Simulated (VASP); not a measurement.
A run of VASP 6.6.1 is set up as follows.

INCAR

```
SYSTEM = Ag
PREC = Accurate
ENCUT = 600
EDIFF = 1E-6
ISMEAR = 0
SIGMA = 0.1
LREAL = .FALSE.
LASPH = .TRUE.
NELM = 80
ALGO = Fast
ISIF = 3
LWAVE = .FALSE.
LCHARG = .FALSE.
IBRION = 2
NSW = 100
EDIFFG = -0.05
```

KPOINTS

```
Automatic mesh
0
G
  8 8 8
  0 0 0
```

Contents of POSCAR:

```
Ag
1.0
    0.0000000000      2.0675000000      2.0675000000
    2.0675000000      0.0000000000      2.0675000000
    2.0675000000      2.0675000000      0.0000000000
Ag
1
Direct
    0.0000000000      0.0000000000      0.0000000000
```

Potentials or basis: VASP PAW LDA potentials, release 64 (Ag).

Run with:

```sh
$ cat potpaw_LDA.64/Ag/POTCAR > POTCAR
$ mpirun -np 1 vasp_std > vasp.out
```

Estimate the space group after relaxing (to 0.05 Å).

Fm-3m (No. 225).

What does it give for the relaxed cell?

a = 2.836 Å, b = 2.836 Å, c = 2.836 Å, α = 60.00°, β = 60.00°, γ = 60.00°.

Final structure:
```cif
data_structure
_symmetry_space_group_name_H-M 'P 1'
_symmetry_Int_Tables_number 1
_cell_length_a 2.8358
_cell_length_b 2.8358
_cell_length_c 2.8358
_cell_angle_alpha 60.000
_cell_angle_beta 60.000
_cell_angle_gamma 60.000
_cell_volume 16.12
loop_
_atom_site_label
_atom_site_type_symbol
_atom_site_fract_x
_atom_site_fract_y
_atom_site_fract_z
_atom_site_occupancy
Ag1 Ag 0.00000 0.00000 0.00000 1
```

LDA usually gives volumes a few per cent too small. Zero-point motion and thermal expansion aren't in these numbers.
